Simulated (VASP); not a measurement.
# Sb (Im-3m) in VASP: notebook

Sb is run at these levels: HSE06, PBE0; tasks: single point.

All numbers are computed with VASP 6.6.1; they aren't measurements. Logs are shortened: lines on timing, memory, paths and dates and some standing lists are left out, and cuts for length are marked.

## 1. The cell of the first run

It takes space group Im-3m (No. 229, cubic). Conventional cell: a = 3.743 Å, b = 3.743 Å, c = 3.743 Å, α = 90.00°, β = 90.00°, γ = 90.00°. Sb (site symmetry m-3m) has 14 Sb at 3.24 to 3.74 Å within 4.3 Å.

## 2. Single point, HSE06

File POSCAR:

```
Sb
1.0
   -1.8713408863      1.8713408863      1.8713408863
    1.8713408863     -1.8713408863      1.8713408863
    1.8713408863      1.8713408863     -1.8713408863
Sb
1
Direct
    0.0000000000      0.0000000000      0.0000000000
```

File INCAR.step1:

```
PREC = Accurate
ENCUT = 520
EDIFF = 1E-5
ISMEAR = -1
SIGMA = 0.05
LREAL = False
LASPH = True
NELM = 100
ALGO = Normal
ISIF = 2
LWAVE = True
GGA = PE
NBANDS = 8
```

File INCAR.step2:

```
PREC = Accurate
ENCUT = 520
EDIFF = 1E-6
ISMEAR = -1
SIGMA = 0.05
LREAL = False
LASPH = True
NELM = 100
ALGO = Normal
ISIF = 2
LWAVE = False
LCHARG = True
GGA = PE
LHFCALC = True
HFSCREEN = 0.2079
PRECFOCK = Normal
LELF = True
LVHAR = True
ISTART = 1
NBANDS = 8
```

File KPOINTS:

```
Automatic mesh
0
Gamma
  6 6 6
```

Potentials or basis: VASP PAW PBE potentials, release 64 (Sb).

Run with:

```bash
cat potpaw_PBE.64/Sb/POTCAR > POTCAR
cp INCAR.step1 INCAR
mpirun -np 1 vasp_std > vasp.out
cp INCAR.step2 INCAR
mpirun -np 1 vasp_std > vasp.out
```

OUTCAR:

```text
PREC = Accurate
   ENCUT = 520
   EDIFF = 1E-6
   ISMEAR = -1
   LREAL = False
   LASPH = True
   NELM = 100
   ISIF = 2
   GGA = PE
   LHFCALC = True
   HFSCREEN = 0.2079
   PRECFOCK = Normal
   ISTART = 1

 ion  position               nearest neighbor table
   1  0.000  0.000  0.000-

  LATTYP: Found a body centered cubic cell.
 ALAT       =     3.7426817726

  Lattice vectors:

 A1 = (  -1.8713408863,   1.8713408863,   1.8713408863)
 A2 = (   1.8713408863,  -1.8713408863,   1.8713408863)
 A3 = (   1.8713408863,   1.8713408863,  -1.8713408863)

Analysis of symmetry for initial positions (statically):
=====================================================================
 Subroutine PRICEL returns:
 Original cell was already a primitive cell.

 Routine SETGRP: Setting up the symmetry group for a
 body centered cubic supercell.

 Subroutine GETGRP returns: Found 48 space group operations
 (whereof 48 operations were pure point group operations)
 out of a pool of 48 trial point group operations.

The static configuration has the point symmetry O_h .

Analysis of symmetry for dynamics (positions and initial velocities):
=====================================================================
 Subroutine PRICEL returns:
 Original cell was already a primitive cell.

 Routine SETGRP: Setting up the symmetry group for a
 body centered cubic supercell.

 Subroutine GETGRP returns: Found 48 space group operations
 (whereof 48 operations were pure point group operations)
 out of a pool of 48 trial point group operations.

The dynamic configuration has the point symmetry O_h .

 Subroutine INISYM returns: Found 48 space group operations
 (whereof 48 operations are pure point group operations),
 and found     1 'primitive' translations

----------------------------------------------------------------------------------------

                                     Primitive cell

  volume of cell :      26.2131

  direct lattice vectors                    reciprocal lattice vectors
    -1.871340886  1.871340886  1.871340886     0.000000000  0.267188092  0.267188092
     1.871340886 -1.871340886  1.871340886     0.267188092  0.000000000  0.267188092
     1.871340886  1.871340886 -1.871340886     0.267188092  0.267188092  0.000000000

  length of vectors
     3.241257493  3.241257493  3.241257493     0.377861023  0.377861023  0.377861023

  position of ions in fractional coordinates (direct lattice)
     0.000000000  0.000000000  0.000000000

  ion indices of the primitive-cell ions
   primitive index   ion index
                 1           1

----------------------------------------------------------------------------------------

 KPOINTS: Automatic mesh

Automatic generation of k-mesh.
 Grid dimensions read from file:
 generate k-points for:    6    6    6

 Generating k-lattice:

  Cartesian coordinates                     Fractional coordinates (reciprocal lattice)
     0.000000000  0.044531349  0.044531349     0.166666667  0.000000000  0.000000000
     0.044531349  0.000000000  0.044531349     0.000000000  0.166666667  0.000000000
     0.044531349  0.044531349  0.000000000     0.000000000  0.000000000  0.166666667

  Length of vectors
     0.062976837  0.062976837  0.062976837

  Shift w.r.t. Gamma in fractional coordinates (k-lattice)
     0.000000000  0.000000000  0.000000000

 Subroutine IBZKPT returns following result:
 ===========================================

 Found     16 irreducible k-points:

 Following reciprocal coordinates:
            Coordinates               Weight
  0.000000  0.000000  0.000000      1.000000
  0.166667  0.000000  0.000000     12.000000
  0.333333  0.000000  0.000000     12.000000
  0.500000  0.000000  0.000000      6.000000
  0.166667  0.166667  0.000000     24.000000
  0.333333  0.166667  0.000000     48.000000
[... 8 lines left out ...]
  0.500000  0.500000  0.333333     12.000000
  0.500000  0.500000  0.500000      1.000000
   k-points           NKPTS =     16   k-points in BZ     NKDIM =    216   number of bands    NBANDS=      8
   number of dos      NEDOS =    301   number of ions     NIONS =      1
   total plane-waves  NPLWV =  13824
   dimension x,y,z NGX =    24 NGY =   24 NGZ =   24
   dimension x,y,z NGXF=    48 NGYF=   48 NGZF=   48
   ions per type =               1
   NGX,Y,Z   is equivalent  to a cutoff of  12.31, 12.31, 12.31 a.u.
   NGXF,Y,Z  is equivalent  to a cutoff of  24.62, 24.62, 24.62 a.u.
 SYSTEM =  unknown system
   PREC   = accura    normal or accurate (medium, high low for compatibility)
   ISTART =      1    job   : 0-new  1-cont  2-samecut
   ICHARG =      0    charge: 1-file 2-atom 10-const
   ISPIN  =      1    spin polarized calculation?
   LNONCOLLINEAR =      F non collinear calculations
   LSORBIT =      F    spin-orbit coupling
   LASPH  =      T    aspherical Exc in radial PAW
   ENCUT  =  520.0 eV  38.22 Ry    6.18 a.u.   6.03  6.03  6.03*2*pi/ulx,y,z
   NELM   =    100;   NELMIN=  2; NELMDL=  0     # of ELM steps
   EDIFF  = 0.1E-05   stopping-criterion for ELM
   LREAL  =      F    real-space projection
   EDIFFG = 0.1E-04   stopping-criterion for IOM
   NSW    =      0    number of steps for IOM
   IBRION =     -1    ionic relax: 0-MD 1-quasi-New 2-CG
   NFREE  =      0    steps in history (QN), initial steepest desc. (CG)
   ISIF   =      2    stress and relaxation
   ISYM   =      3    0-nonsym 1-usesym 2-fastsym
   POTIM  = 0.5000    time-step for ionic-motion
   TEBEG  =    0.0;   TEEND  =   0.0 temperature during run
   PSTRESS=    0.0 pullay stress
   NELECT =       5.0000    total number of electrons
   NUPDOWN=      -1.0000    fix difference up-down
   EMIN   =  10.00;   EMAX   =-10.00  energy-range for DOS
   EFERMI =   0.00;   METHOD = LEGACY
   ISMEAR =    -1;   SIGMA  =   0.05  broadening in eV -4-tet -1-fermi 0-gaus
   EFERMI_NEDOS =   21; number of points for ismear=-14 and -15
   IALGO  =     38    algorithm
   IMIX   =      1    mixing-type and parameters
     AMIX     =   0.40;   BMIX     =  1.00
     AMIX_MAG =   1.60;   BMIX_MAG =  1.00
  volume/ion in A,a.u.               =      26.21       176.89
  Fermi-wavevector in a.u.,A,eV,Ry     =   0.942378  1.780837 12.083018  0.888077
  Thomas-Fermi vector in A             =   2.069982
   LORBIT       =      0    0 simple, 1 ext, 2 COOP (PROOUT), +10 PAW based schemes
   GGA     = PE    functional components
   LHFCALC =     T    Hartree Fock is set to
   PRECFOCK=normal    Normal, Fast or Accurate (Low or Medium for compatibility)
   ENCUT4O =  -1.0   cutoff for four orbital integrals eV
   NKREDX  =     1    reduce k-point grid by
   NKREDY  =     1    reduce k-point grid by
   NKREDZ  =     1    reduce k-point grid by
   AEXX    =    0.2500 exact exchange contribution
   HFSCREEN=    0.2079 screening length (either q_TF or 0.3 A-1)
   HFSCREENC=   0.2079 screening length for correlation (either q_TF or 0.3 A-1)
   ENCUTFOCK=  -1.0 apply spherical cutoff to Coloumb kernel
   IVDW    =     0    specifies the selected vdW correction
   LEPSILON=     F    determine dielectric tensor
   LRPA    =     F    only Hartree local field effects (RPA)
 non-spin polarized calculation
  energy-cutoff  :      520.00
  volume of cell :       26.21
 maximum number of plane-waves:       715
  NGX = 20; NGY = 20; NGZ = 20

 number of electron       4.9999999 magnetization

 Free energy of the ion-electron system (eV)
  ---------------------------------------------------
  ext. energy  EPLUGINS =         0.00000000
  ---------------------------------------------------
  free energy    TOTEN  =        -4.69063492 eV

  energy without entropy =       -4.67805518  energy(sigma->0) =       -4.68434505

 E-fermi :   8.1769     XC(G=0):  -8.5836

 val. band max:        8.0838698102   @ k =   0.3333   0.1667   0.0000
 cond. band min:       8.2203067742   @ k =   0.5000   0.5000   0.3333
 fundamental gap:      0.1364369640
 Fermi energy:         8.1769038739

 k-point     1 :       0.0000    0.0000    0.0000
  band No.  band energies     occupation
      1      -5.8931      2.00000
      2      15.0828      0.00000
      3      15.0828      0.00000
      4      15.0828      0.00000
      5      19.9819      0.00000
      6      19.9819      0.00000
      7      19.9819      0.00000
      8      21.4675      0.00000

 k-point     2 :       0.1667    0.0000    0.0000
  band No.  band energies     occupation
      1      -5.2375      2.00000
      2      11.1711      0.00000
      3      13.3965      0.00000
      4      14.5349      0.00000
      5      17.9392      0.00000
      6      18.1080      0.00000
      7      20.5940      0.00000
      8      21.3580      0.00000

 k-point     3 :       0.3333    0.0000    0.0000
  band No.  band energies     occupation
      1      -3.3132      2.00000
      2       5.6013      2.00000
      3      11.4061      0.00000
      4      13.5037      0.00000
      5      16.2646      0.00000
      6      16.6282      0.00000
      7      21.7337      0.00000
      8      22.7319      0.00000

 k-point     4 :       0.5000    0.0000    0.0000
  band No.  band energies     occupation
      1      -1.1694      2.00000
      2       2.1093      2.00000
      3      10.6582      0.00000
      4      13.0427      0.00000
      5      15.7219      0.00000
      6      16.1262      0.00000
      7      23.7131      0.00000
      8      24.7384      0.00000

 k-point     5 :       0.1667    0.1667    0.0000
  band No.  band energies     occupation
      1      -3.9421      2.00000
      2       7.8887      1.99375
      3      10.1974      0.00000
      4      12.9355      0.00000
      5      17.7071      0.00000
      6      18.5966      0.00000
      7      21.0955      0.00000
      8      22.2079      0.00000
[... 89 lines left out ...]
 k-point    14 :      -0.3333    0.3333    0.3333
  band No.  band energies     occupation
      1      -0.8178      2.00000
      2       7.2527      2.00000
      3       7.7494      1.99961
      4       7.7494      1.99961
      5      13.0139      0.00000
      6      17.7391      0.00000
      7      23.3208      0.00000
      8      23.7271      0.00000

 k-point    15 :       0.5000    0.5000    0.3333
  band No.  band energies     occupation
      1       1.1160      2.00000
      2       4.6600      2.00000
      3       7.0150      2.00000
      4       8.2203      0.59132
      5      13.4789      0.00000
      6      14.5634      0.00000
      7      23.0432      0.00000
      8      24.1604      0.00000

 k-point    16 :       0.5000    0.5000    0.5000
  band No.  band energies     occupation
      1       2.7586      2.00000
      2       6.2778      2.00000
      3       6.2778      2.00000
      4       6.2778      2.00000
      5      11.9038      0.00000
      6      11.9038      0.00000
      7      27.1154      0.00000
      8      27.1154      0.00000

------------------------ aborting loop because EDIFF is reached ----------------------------------------

  FORCE on cell =-STRESS in cart. coord.  units (eV):
  Direction    XX          YY          ZZ          XY          YZ          ZX
  --------------------------------------------------------------------------------------
  -------------------------------------------------------------------------------------
  Total        0.0644621      0.0644621      0.0644621      0.0000000      0.0000000     -0.0000000
  in kB        3.9400030      3.9400030      3.9400030      0.0000000      0.0000000     -0.0000000
  external PRESSURE =       3.9400030 kB  Pullay stress =       0.0000000 kB

 VOLUME and BASIS-vectors are now :
 -----------------------------------------------------------------------------
  energy-cutoff  :      520.00
  volume of cell :       26.21
      direct lattice vectors                 reciprocal lattice vectors
    -1.871340886  1.871340886  1.871340886     0.000000000  0.267188092  0.267188092
     1.871340886 -1.871340886  1.871340886     0.267188092  0.000000000  0.267188092
     1.871340886  1.871340886 -1.871340886     0.267188092  0.267188092  0.000000000

 POSITION                                       TOTAL-FORCE (eV/Angst)
 -----------------------------------------------------------------------------------
      0.00000      0.00000      0.00000        -0.000000      0.000000      0.000000
 -----------------------------------------------------------------------------------
    total drift:                               -0.000000      0.000000      0.000000

  FREE ENERGIE OF THE ION-ELECTRON SYSTEM (eV)
  ---------------------------------------------------
  free  energy   TOTEN  =        -4.6906349154 eV

  energy  without entropy=       -4.6780551801  energy(sigma->0) =       -4.68434505
```

Run time: 2.7 min. Hardware: 1 thread of Intel Xeon 6975P-C (Granite Rapids), shared host; peak memory 0.25 GiB.

Results:

```yaml
Free_energy: -4.6906 eV
Pressure: 0.4 GPa
```

Levels at points of the mesh, in eV from the Fermi level:
| k point | band 1 | band 2 | band 3 | band 4 | band 5 | band 6 | band 7 |
| --- | --- | --- | --- | --- | --- | --- | --- |
| (0.00, 0.00, 0.00) | -14.07 | 6.91 | 6.91 | 6.91 | 11.80 | 11.80 | 11.80 |
| (0.50, 0.00, 0.00) | -9.35 | -6.07 | 2.48 | 4.87 | 7.54 | 7.95 | 15.54 |
| (0.50, 0.50, 0.50) | -5.42 | -1.90 | -1.90 | -1.90 | 3.73 | 3.73 | 18.94 |

Caveat: the k points lie up to 0.40 Å⁻¹ apart; the PAW data sets were made with another functional, which shifts forces and pressure a little; spin-orbit coupling is left out, which moves the levels of the heavy elements.

[end of part 1 of 2]
